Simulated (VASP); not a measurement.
# SrVO3 (Pm-3m) in VASP: notebook

The runs below take SrVO3 through single point, with PBE.

Program: VASP 6.6.1. These are calculated values, not measurements. Logs are shortened: lines on timing, memory, paths and dates and some standing lists are left out, and cuts for length are marked.

**1. The cell of the first run**

Symmetry: Pm-3m, No. 221, cubic system. Conventional cell: a = 3.841 Å, b = 3.841 Å, c = 3.841 Å, α = 90.00°, β = 90.00°, γ = 90.00°. Sr (site symmetry m-3m) has 12 O at 2.72 Å and 8 V at 3.33 Å within 3.6 Å. Within 2.5 Å of V (site symmetry m-3m) lie 6 O at 1.92 Å. O (site symmetry 4/mmm) has 2 V at 1.92 Å within 2.5 Å.

**2. Single point, PBE, collinear spin, ferromagnetic start**

The input, INCAR:

```
  PREC = Accurate
  ENCUT = 520
  EDIFF = 1E-6
  ISMEAR = -1
  SIGMA = 0.5
  LREAL = F
  LASPH = T
  NELM = 150
  ALGO = Normal
  ISIF = 2
  LWAVE = F
  LCHARG = F
  ISPIN = 2
  MAGMOM = 0 1.5 0 0 0
  LORBIT = 11
  LMAXMIX = 4
  GGA = PE
  NBANDS = 32
```

The input, KPOINTS:

```
regular mesh
0
Gamma
  6 6 6
```

The input, POSCAR:

```
SrVO3
1.0
    3.8409000000      0.0000000000      0.0000000000
    0.0000000000      3.8409000000      0.0000000000
    0.0000000000      0.0000000000      3.8409000000
Sr V O
1 1 3
Direct
    0.5000000000      0.5000000000      0.5000000000
    0.0000000000      0.0000000000      0.0000000000
    0.5000000000      0.0000000000      0.0000000000
    0.0000000000      0.5000000000      0.0000000000
    0.0000000000      0.0000000000      0.5000000000
```

Potentials or basis: VASP PAW PBE potentials, release 64 (Sr_sv, V_sv, O).

Started as:

```sh
$ cat potpaw_PBE.64/Sr_sv/POTCAR potpaw_PBE.64/V_sv/POTCAR potpaw_PBE.64/O/POTCAR > POTCAR
$ mpirun -np 1 vasp_std > vasp.out
```

OUTCAR:

```text
PREC = Accurate
   ENCUT = 520
   EDIFF = 1E-6
   ISMEAR = -1
   LREAL = F
   LASPH = T
   NELM = 150
   ISIF = 2
   ISPIN = 2
   LORBIT = 11
   GGA = PE

 ion  position               nearest neighbor table
   1  0.500  0.500  0.500-   3 2.72   4 2.72   5 2.72   3 2.72   4 2.72   3 2.72   5 2.72   3 2.72
                             4 2.72   5 2.72   4 2.72   5 2.72   2 3.33   2 3.33   2 3.33   2 3.33
   2  0.000  0.000  0.000-   3 1.92   4 1.92   5 1.92   5 1.92   4 1.92   3 1.92   1 3.33   1 3.33
                             1 3.33   1 3.33   1 3.33   1 3.33   1 3.33   1 3.33
   3  0.500  0.000  0.000-   2 1.92   2 1.92   1 2.72   1 2.72   1 2.72   1 2.72
   4  0.000  0.500  0.000-   2 1.92   2 1.92   1 2.72   1 2.72   1 2.72   1 2.72
   5  0.000  0.000  0.500-   2 1.92   2 1.92   1 2.72   1 2.72   1 2.72   1 2.72

  LATTYP: Found a simple cubic cell.
 ALAT       =     3.8409000000

  Lattice vectors:

 A1 = (   3.8409000000,   0.0000000000,   0.0000000000)
 A2 = (   0.0000000000,   3.8409000000,   0.0000000000)
 A3 = (   0.0000000000,   0.0000000000,   3.8409000000)

Analysis of symmetry for initial positions (statically):
=====================================================================
 Subroutine PRICEL returns:
 Original cell was already a primitive cell.

 Routine SETGRP: Setting up the symmetry group for a
 simple cubic supercell.

 Subroutine GETGRP returns: Found 48 space group operations
 (whereof 48 operations were pure point group operations)
 out of a pool of 48 trial point group operations.

The static configuration has the point symmetry O_h .

Analysis of symmetry for dynamics (positions and initial velocities):
=====================================================================
 Subroutine PRICEL returns:
 Original cell was already a primitive cell.

 Routine SETGRP: Setting up the symmetry group for a
 simple cubic supercell.

 Subroutine GETGRP returns: Found 48 space group operations
 (whereof 48 operations were pure point group operations)
 out of a pool of 48 trial point group operations.

The dynamic configuration has the point symmetry O_h .

Analysis of structural, dynamic, and magnetic symmetry:
=====================================================================
 Subroutine PRICEL returns:
 Original cell was already a primitive cell.

 Routine SETGRP: Setting up the symmetry group for a
 simple cubic supercell.

 Subroutine GETGRP returns: Found 48 space group operations
 (whereof 48 operations were pure point group operations)
 out of a pool of 48 trial point group operations.

The overall configuration has the point symmetry O_h .

 Subroutine INISYM returns: Found 48 space group operations
 (whereof 48 operations are pure point group operations),
 and found     1 'primitive' translations

----------------------------------------------------------------------------------------

                                     Primitive cell

  volume of cell :      56.6629

  direct lattice vectors                    reciprocal lattice vectors
     3.840900000  0.000000000  0.000000000     0.260355646  0.000000000  0.000000000
     0.000000000  3.840900000  0.000000000     0.000000000  0.260355646  0.000000000
     0.000000000  0.000000000  3.840900000     0.000000000  0.000000000  0.260355646

  length of vectors
     3.840900000  3.840900000  3.840900000     0.260355646  0.260355646  0.260355646

  position of ions in fractional coordinates (direct lattice)
     0.500000000  0.500000000  0.500000000
     0.000000000  0.000000000  0.000000000
     0.500000000  0.000000000  0.000000000
     0.000000000  0.500000000  0.000000000
     0.000000000  0.000000000  0.500000000

  ion indices of the primitive-cell ions
   primitive index   ion index
                 1           1
                 2           2
                 3           3
                 4           4
                 5           5

----------------------------------------------------------------------------------------

 KPOINTS: regular mesh

[... 24 lines left out ...]
  0.000000  0.000000  0.000000      1.000000
  0.166667  0.000000  0.000000      6.000000
  0.333333  0.000000  0.000000      6.000000
  0.500000  0.000000  0.000000      3.000000
  0.166667  0.166667  0.000000     12.000000
  0.333333  0.166667  0.000000     24.000000
[... 12 lines left out ...]
  0.500000  0.500000  0.333333      6.000000
  0.500000  0.500000  0.500000      1.000000
   k-points           NKPTS =     20   k-points in BZ     NKDIM =     20   number of bands    NBANDS=     32
   number of dos      NEDOS =    301   number of ions     NIONS =      5
   total plane-waves  NPLWV =  27000
   dimension x,y,z NGX =    30 NGY =   30 NGZ =   30
   dimension x,y,z NGXF=    60 NGYF=   60 NGZF=   60
   ions per type =               1   1   3
   NGX,Y,Z   is equivalent  to a cutoff of  12.98, 12.98, 12.98 a.u.
   NGXF,Y,Z  is equivalent  to a cutoff of  25.97, 25.97, 25.97 a.u.
 SYSTEM =  unknown system
   PREC   = accura    normal or accurate (medium, high low for compatibility)
   ISTART =      0    job   : 0-new  1-cont  2-samecut
   ICHARG =      2    charge: 1-file 2-atom 10-const
   ISPIN  =      2    spin polarized calculation?
   LNONCOLLINEAR =      F non collinear calculations
   LSORBIT =      F    spin-orbit coupling
   LASPH  =      T    aspherical Exc in radial PAW
   ENCUT  =  520.0 eV  38.22 Ry    6.18 a.u.   7.14  7.14  7.14*2*pi/ulx,y,z
   NELM   =    150;   NELMIN=  2; NELMDL= -5     # of ELM steps
   EDIFF  = 0.1E-05   stopping-criterion for ELM
   LREAL  =      F    real-space projection
   EDIFFG = 0.1E-04   stopping-criterion for IOM
   NSW    =      0    number of steps for IOM
   IBRION =     -1    ionic relax: 0-MD 1-quasi-New 2-CG
   NFREE  =      0    steps in history (QN), initial steepest desc. (CG)
   ISIF   =      2    stress and relaxation
   ISYM   =      2    0-nonsym 1-usesym 2-fastsym
   POTIM  = 0.5000    time-step for ionic-motion
   TEBEG  =    0.0;   TEEND  =   0.0 temperature during run
   PSTRESS=    0.0 pullay stress
   NELECT =      41.0000    total number of electrons
   NUPDOWN=      -1.0000    fix difference up-down
   EMIN   =  10.00;   EMAX   =-10.00  energy-range for DOS
   EFERMI =   0.00;   METHOD = LEGACY
   ISMEAR =    -1;   SIGMA  =   0.50  broadening in eV -4-tet -1-fermi 0-gaus
   EFERMI_NEDOS =   21; number of points for ismear=-14 and -15
   IALGO  =     38    algorithm
   IMIX   =      4    mixing-type and parameters
     AMIX     =   0.40;   BMIX     =  1.00
     AMIX_MAG =   1.60;   BMIX_MAG =  1.00
  volume/ion in A,a.u.               =      11.33        76.48
  Fermi-wavevector in a.u.,A,eV,Ry     =   1.469726  2.777380 29.389880  2.160095
  Thomas-Fermi vector in A             =   2.585069
   LORBIT       =     11    0 simple, 1 ext, 2 COOP (PROOUT), +10 PAW based schemes
   GGA     = PE    functional components
   LHFCALC =     F    Hartree Fock is set to
   AEXX    =    0.0000 exact exchange contribution
   IVDW    =     0    specifies the selected vdW correction
   LEPSILON=     F    determine dielectric tensor
   LRPA    =     F    only Hartree local field effects (RPA)
 spin polarized calculation
  energy-cutoff  :      520.00
  volume of cell :       56.66
 maximum number of plane-waves:      1568
 NGX is ok and might be reduce to    30
   NGX = 15   NGY = 15   NGZ = 15

 number of electron      41.0000017 magnetization       0.0004673

 number of electron      41.0000017 magnetization      -0.0000518

 Free energy of the ion-electron system (eV)
  ---------------------------------------------------
  ext. energy  EPLUGINS =         0.00000000
  ---------------------------------------------------
  free energy    TOTEN  =       -39.93506629 eV

  energy without entropy =      -38.66599160  energy(sigma->0) =      -39.30052895

 E-fermi :   6.0057     XC(G=0): -11.5720

 val. band max:        5.9889460529   @ k =   0.1667   0.1667   0.0000
 cond. band min:       6.0385733603   @ k =   0.1667   0.0000   0.0000
 fundamental gap:      0.0496273074
 Fermi energy:         6.0056552023

 spin component 1

 k-point     1 :       0.0000    0.0000    0.0000
  band No.  band energies     occupation
      1     -59.4579      1.00000
      2     -33.3014      1.00000
      3     -33.3014      1.00000
      4     -33.3014      1.00000
      5     -28.2514      1.00000
      6     -13.4573      1.00000
[... 689 lines left out ...]
     31      15.1106      0.00000
     32      19.3180      0.00000
 Fermi energy:         6.0056552023

 spin component 2

 k-point     1 :       0.0000    0.0000    0.0000
  band No.  band energies     occupation
      1     -59.4580      1.00000
      2     -33.3015      1.00000
      3     -33.3015      1.00000
      4     -33.3015      1.00000
      5     -28.2514      1.00000
      6     -13.4573      1.00000
[... 689 lines left out ...]
     31      15.1106      0.00000
     32      19.3180      0.00000

------------------------ aborting loop because EDIFF is reached ----------------------------------------

  FORCE on cell =-STRESS in cart. coord.  units (eV):
  Direction    XX          YY          ZZ          XY          YZ          ZX
  --------------------------------------------------------------------------------------
  -------------------------------------------------------------------------------------
  Total        2.1285572      2.1285572      2.1285572      0.0000000     -0.0000000     -0.0000000
  in kB       60.1861969     60.1861969     60.1861969      0.0000000     -0.0000000     -0.0000000
  external PRESSURE =      60.1861969 kB  Pullay stress =       0.0000000 kB

 VOLUME and BASIS-vectors are now :
 -----------------------------------------------------------------------------
  energy-cutoff  :      520.00
  volume of cell :       56.66
      direct lattice vectors                 reciprocal lattice vectors
     3.840900000  0.000000000  0.000000000     0.260355646  0.000000000  0.000000000
     0.000000000  3.840900000  0.000000000     0.000000000  0.260355646  0.000000000
     0.000000000  0.000000000  3.840900000     0.000000000  0.000000000  0.260355646

 POSITION                                       TOTAL-FORCE (eV/Angst)
 -----------------------------------------------------------------------------------
      1.92045      1.92045      1.92045         0.000000      0.000000      0.000000
      0.00000      0.00000      0.00000         0.000000      0.000000      0.000000
      1.92045      0.00000      0.00000         0.000000      0.000000      0.000000
      0.00000      1.92045      0.00000         0.000000      0.000000      0.000000
      0.00000      0.00000      1.92045         0.000000      0.000000      0.000000
 -----------------------------------------------------------------------------------
    total drift:                                0.000000     -0.000000      0.000000

  FREE ENERGIE OF THE ION-ELECTRON SYSTEM (eV)
  ---------------------------------------------------
  free  energy   TOTEN  =       -39.9350662879 eV

  energy  without entropy=      -38.6659916036  energy(sigma->0) =      -39.30052895

 total charge

# of ion       s       p       d       tot
------------------------------------------
    1        2.000   5.803   0.220   8.023
    2        2.285   6.350   2.956  11.592
    3        1.565   3.485   0.000   5.050
    4        1.565   3.485   0.000   5.050
    5        1.565   3.485   0.000   5.050
--------------------------------------------------
tot          8.980  22.610   3.176  34.765

 magnetization (x)

# of ion       s       p       d       tot
------------------------------------------
    1       -0.000   0.000   0.000   0.000
    2        0.000   0.000   0.000   0.000
    3       -0.000   0.000   0.000  -0.000
    4       -0.000   0.000   0.000  -0.000
    5       -0.000   0.000   0.000  -0.000
--------------------------------------------------
tot         -0.000   0.000   0.000   0.000
```

It took 2.2 min on 1 thread of AMD EPYC 7R13, shared host; peak memory 0.2 GiB.

Results:

```
Free energy                                           : -39.9351 eV
Pressure                                              : 6.0 GPa
Net moment                                            : 0.00 μB per cell
Valence electrons inside the program's atomic spheres : Sr 8.02; V 11.59; O 5.05
```

Levels at points of the mesh, in eV from the Fermi level:
Spin up:
| k point | band 18 | band 19 | band 20 | band 21 | band 22 | band 23 |
| --- | --- | --- | --- | --- | --- | --- |
| (0.00, 0.00, 0.00) | -2.11 | -2.11 | -2.11 | -0.59 | -0.59 | -0.59 |
| (0.50, 0.00, 0.00) | -3.81 | -2.55 | -2.55 | -0.47 | 1.33 | 1.33 |
| (0.50, 0.50, 0.00) | -3.32 | -3.32 | -1.82 | 1.31 | 1.31 | 1.68 |
| (0.50, 0.50, 0.50) | -1.72 | -1.72 | -1.72 | 1.91 | 1.91 | 1.91 |
Spin down:
```
           k point  band 16  band 17  band 18  band 19  band 20  band 21  band 22  band 23  band 24  band 25
(0.00, 0.00, 0.00)    -2.95    -2.95    -2.11    -2.11    -2.11    -0.59    -0.59    -0.59     1.66     1.66
(0.50, 0.00, 0.00)    -4.25    -4.25    -3.81    -2.55    -2.55    -0.47     1.33     1.33     1.68     3.96
(0.50, 0.50, 0.00)    -4.79    -3.80    -3.32    -3.32    -1.82     1.31     1.31     1.68     2.69     5.85
(0.50, 0.50, 0.50)    -5.60    -5.60    -1.72    -1.72    -1.72     1.91     1.91     1.91     5.52     5.52
```

Caveat: the cell stands under pressure; so wide a smearing shifts energies and pressures; semilocal functionals often make such compounds metallic where correlation or magnetic order opens a gap, which also shifts bond lengths. With open d or f shells a metallic result of PBE can be an artefact of self-interaction; +U or a hybrid may open a gap.

(Continued in part 2 of 3.)
